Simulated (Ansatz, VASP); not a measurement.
## InRhC4N4 in VASP and in Ansatz

```
In Rh C N
1.0
     5.98654    0.00000    0.00000
     0.00000    5.98654    0.00000
     0.00000    0.00000    5.98654
In Rh C N
1 1 4 4
Direct
  0.50000 0.50000 0.50000
  0.00000 0.00000 0.00000
  0.18488 0.18488 0.18488
  0.18488 0.81512 0.81512
  0.81512 0.18488 0.81512
  0.81512 0.81512 0.18488
  0.29771 0.29771 0.29771
  0.29771 0.70229 0.70229
  0.70229 0.29771 0.70229
  0.70229 0.70229 0.29771
```

Alike in both runs: task single point; functional PBE; k mesh 4 × 4 × 4; occupations gaussian, width 0.1 eV; collinear spin.

|  | VASP | Ansatz |
| --- | --- | --- |
| version | VASP 6.6.1 | Ansatz 0.2.0 |
| potentials or method | VASP PAW PBE potentials, release 64 (In_d, Rh_pv, C, N), cutoff 520 eV | scalar-relativistic, plane waves, PAW |
| valence electrons in the cell | 64 | 66 |

VASP gave:

| Item | Value |
| --- | --- |
| gap on the k mesh at the Fermi level (eV) | none |
| pressure (GPa) | 3.5 |
| rms of the force components (eV/Å) | 0.736 |
| net moment per atom (μB) | 0.20 |
| size of the moment on the site where the two differ most (μB) | 0.91 |

Problem. Which values does Ansatz return?

Solution. gap on the k mesh at the Fermi level (eV): none; pressure (GPa): 3.2; rms of the force components (eV/Å): 0.580; net moment per atom (μB): 0.20; size of the moment on the site where the two differ most (μB): 0.63.

Site moments also hang on the region over which each program counts them. Atom by atom the forces differ by 0.192 eV/Å (rms over components). A gap of «none» marks a metal or a gap that the smearing closes. VASP's potentials hold 64 valence electrons a cell and Ansatz's 66, so a difference there can come from the potentials and not from the codes.

Noted on VASP's run: the standard files for N, O and F lose accuracy on very short bonds.
